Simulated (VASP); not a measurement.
# Be (P6_3/mmc) in VASP: notebook, part 2 of 2

VASP 6.6.1. The steps go on from the part before.

**5. Single point, PBEsol+D3(BJ)**

This run uses another cell than the first one, of 7.58 Å³/atom, 0.935 times its volume.

Contents of INCAR:

```
SYSTEM = Be
PREC     = Accurate       ! precision mode
ENCUT    = 520            ! plane-wave cutoff, eV
EDIFF    = 1E-7           ! SCF threshold, eV
ISMEAR   = -1             ! smearing method
SIGMA    = 0.05           ! smearing width, eV
LREAL    = .False.        ! projectors in reciprocal space
LASPH    = .True.         ! aspherical terms in the spheres
NELM     = 60             ! most SCF steps
ALGO     = Fast           ! electronic algorithm
ISIF     = 2              ! what is computed and relaxed
LWAVE    = .False.        ! write WAVECAR
LCHARG   = .False.        ! write CHGCAR
GGA      = PS             ! functional
IVDW     = 12             ! dispersion correction
NBANDS   = 9              ! bands
```

Contents of KPOINTS:

```
Automatic mesh
0
Gamma
  13 13 8
  0 0 0
```

Contents of POSCAR:

```
Be
1.0
    2.2343218189      0.0000000000      0.0000000000
   -1.1171609095      1.9349794554      0.0000000000
    0.0000000000      0.0000000000      3.5075070964
Be
2
Direct
    0.6666666667      0.3333333333      0.7500000000
    0.3333333333      0.6666666667      0.2500000000
```

Potentials or basis: VASP PAW PBE potentials, release 64 (Be).

Started as:

```console
cat potpaw_PBE.64/Be/POTCAR > POTCAR
mpirun -np 1 vasp_std > vasp.out
```

OUTCAR:

```text
SYSTEM = Be
   PREC = Accurate
   ENCUT = 520
   EDIFF = 1E-7
   ISMEAR = -1
   LREAL = .False.
   LASPH = .True.
   NELM = 60
   ISIF = 2
   GGA = PS
   IVDW = 12
 IVDW          = 12

 ion  position               nearest neighbor table
   1  0.667  0.333  0.750-   2 2.18   2 2.18   2 2.18   2 2.18   2 2.18   2 2.18
   2  0.333  0.667  0.250-   1 2.18   1 2.18   1 2.18   1 2.18   1 2.18   1 2.18

  LATTYP: Found a hexagonal cell.
 ALAT       =     2.2343218189
 C/A-ratio  =     1.5698307499

  Lattice vectors:

 A1 = (   2.2343218189,   0.0000000000,   0.0000000000)
[... 478 lines left out ...]

 Edisp (eV)   -0.56488

 E8    (eV) :    -0.3161

  FORCE on cell =-STRESS in cart. coord.  units (eV):
  Direction    XX          YY          ZZ          XY          YZ          ZX
  --------------------------------------------------------------------------------------
  -------------------------------------------------------------------------------------
  Total      -0.11047    -0.11047    -0.10338     0.00000     0.00000     0.00000
  in kB     -11.67163   -11.67163   -10.92266     0.00000     0.00000     0.00000
  external pressure =      -11.42 kB  Pullay stress =        0.00 kB

 VOLUME and BASIS-vectors are now :
 -----------------------------------------------------------------------------
  energy-cutoff  :      520.00
  volume of cell :       15.16
      direct lattice vectors                 reciprocal lattice vectors
     2.234321819  0.000000000  0.000000000     0.447563100  0.258400676  0.000000000
    -1.117160909  1.934979455  0.000000000     0.000000000  0.516801353  0.000000000
     0.000000000  0.000000000  3.507507096     0.000000000  0.000000000  0.285102773

 POSITION                                       TOTAL-FORCE (eV/Angst)
 -----------------------------------------------------------------------------------
      1.11716      0.64499      2.63063        -0.000000     -0.000000      0.000000
     -0.00000      1.28999      0.87688         0.000000      0.000000      0.000000
 -----------------------------------------------------------------------------------
    total drift:                                0.000000     -0.000000      0.000000

  FREE ENERGIE OF THE ION-ELECTRON SYSTEM (eV)
  ---------------------------------------------------
  free  energy   TOTEN  =        -8.5501731963 eV

  energy  without entropy=       -8.5492271286  energy(sigma->0) =       -8.54970016
```

OSZICAR:

```text
N       E                     dE             d eps       ncg     rms          rms(c)
DAV:   1    -0.274875650025E+01   -0.27488E+01   -0.18640E+03  1890   0.369E+02
DAV:   2    -0.795840480034E+01   -0.52096E+01   -0.50866E+01  2906   0.559E+01
DAV:   3    -0.802119206920E+01   -0.62787E-01   -0.62490E-01  2136   0.397E+00
DAV:   4    -0.802126298045E+01   -0.70911E-04   -0.70909E-04  2395   0.154E-01
DAV:   5    -0.802126301518E+01   -0.34733E-07   -0.35183E-07  2097   0.302E-03    0.130E+00
RMM:   6    -0.799573402260E+01    0.25529E-01   -0.23639E-03  1922   0.548E-01    0.792E-01
RMM:   7    -0.798528557924E+01    0.10448E-01   -0.33599E-03  1962   0.543E-01    0.159E-02
RMM:   8    -0.798529474683E+01   -0.91676E-05   -0.16006E-04  2077   0.118E-01    0.668E-03
RMM:   9    -0.798529677953E+01   -0.20327E-05   -0.78555E-06  2230   0.224E-02    0.293E-03
RMM:  10    -0.798529602605E+01    0.75348E-06   -0.63495E-07  2145   0.653E-03    0.106E-03
RMM:  11    -0.798529581392E+01    0.21213E-06   -0.45012E-08  1973   0.202E-03    0.294E-04
RMM:  12    -0.798529577136E+01    0.42564E-07   -0.47086E-09  1692   0.753E-04
   1 F= -.85501732E+01 E0= -.85497002E+01  d E =-.946068E-03
```

It took 8.7 s on 1 thread of Intel Xeon 6975P-C, shared host; peak memory 0.14 GiB.

What came out:

```
Free energy                : -8.5502 eV
Pressure                   : -1.1 GPa
Band gap on the k mesh     : zero (band 2 reaches 8.47 eV, above the bottom of band 3 at 6.82 eV)
Dispersion energy per atom : -0.282 eV
```

Caveat: three body term missing; the PAW data sets were made with another functional, which shifts forces and pressure a little; pairwise dispersion overbinds metals, which lowers pressure and volume.

**6. Single point, PBEsol**

This run uses another cell than the first one, of 7.85 Å³/atom, 0.968 times its volume.

Contents of INCAR:

```
PREC = Accurate ; ENCUT = 520
EDIFF = 1E-6 ; ISMEAR = -1
SIGMA = 0.05 ; LREAL = F
LASPH = T ; NELM = 80
ALGO = Fast ; ISIF = 2
LWAVE = F ; LCHARG = F
GGA = PS ; NBANDS = 9
```

Contents of KPOINTS:

```
regular mesh
0
Gamma
  13 13 8
```

Contents of POSCAR:

```
Be
1.0
    2.2612800350      0.0000000000      0.0000000000
   -1.1306400175      1.9583259554      0.0000000000
    0.0000000000      0.0000000000      3.5434199091
Be
2
Direct
    0.6666666667      0.3333333333      0.7500000000
    0.3333333333      0.6666666667      0.2500000000
```

Potentials or basis: VASP PAW PBE potentials, release 64 (Be).

Started as:

```console
cat potpaw_PBE.64/Be/POTCAR > POTCAR
mpirun -np 1 vasp_std > vasp.out
```

Run time: 6.1 s. Hardware: 1 thread of Intel Xeon 6975P-C, shared host; peak memory 0.13 GiB.

It converged, with:

```yaml
Free_energy: -7.9937 eV
Pressure: 0.4 GPa
Band_gap_on_the_k_mesh: zero (band 2 reaches 8.17 eV, above the bottom of band 3 at 6.53 eV)
```

Stress tensor (GPa, compression positive):
```
0.34 0.00 0.00
0.00 0.34 0.00
0.00 0.00 0.42
```

Levels at points of the mesh, in eV from the Fermi level:
| k point | band 1 | band 2 | band 3 | band 4 | band 5 |
| --- | --- | --- | --- | --- | --- |
| (0.00, 0.00, 0.00) | -11.21 | -4.27 | 1.41 | 16.16 | 16.16 |
| (0.00, 0.00, 0.50) | -9.04 | -9.04 | 11.09 | 11.09 | 17.85 |

Caveat: the PAW data sets were made with another functional, which shifts forces and pressure a little.

**7. Summary**

| level | cell | k mesh | smearing | gap on the mesh (eV) | pressure (GPa) |
| --- | --- | --- | --- | --- | --- |
| PBE | a = 2.285, b = 2.285, c = 3.584 Å, angles 90.0, 90.0, 120.0°, 2 atoms | 8 × 8 × 5 | fermi-dirac 0.04 eV | none | -2.7 |
| PBE | a = 2.285, b = 2.285, c = 3.584 Å, angles 90.0, 90.0, 120.0°, 2 atoms | 6 × 6 × 4 | fermi-dirac 0.04 eV | none | -2.4 |
| PBEsol+D3(BJ) | a = 2.225, b = 2.225, c = 3.495 Å, angles 90.0, 90.0, 120.0°, 2 atoms | 13 × 13 × 8 | fermi-dirac 0.05 eV | none | 0.4 |
| PBEsol+D3(BJ) | a = 2.234, b = 2.234, c = 3.508 Å, angles 90.0, 90.0, 120.0°, 2 atoms | 13 × 13 × 8 | fermi-dirac 0.05 eV | none | -1.1 |
| PBEsol | a = 2.261, b = 2.261, c = 3.543 Å, angles 90.0, 90.0, 120.0°, 2 atoms | 13 × 13 × 8 | fermi-dirac 0.05 eV | none | 0.4 |

Alike in all rows: task single point; potentials or basis VASP PAW PBE potentials, release 64 (Be); no spin polarisation; cutoff (eV) 520.

Caveats: some runs use coarse meshes; the PAW data sets were made with another functional, which shifts forces and pressure a little (some runs); pairwise dispersion overbinds metals, which lowers pressure and volume (some runs); three body term missing (some runs).

Absolute energies hang on the potentials; compare differences alone.
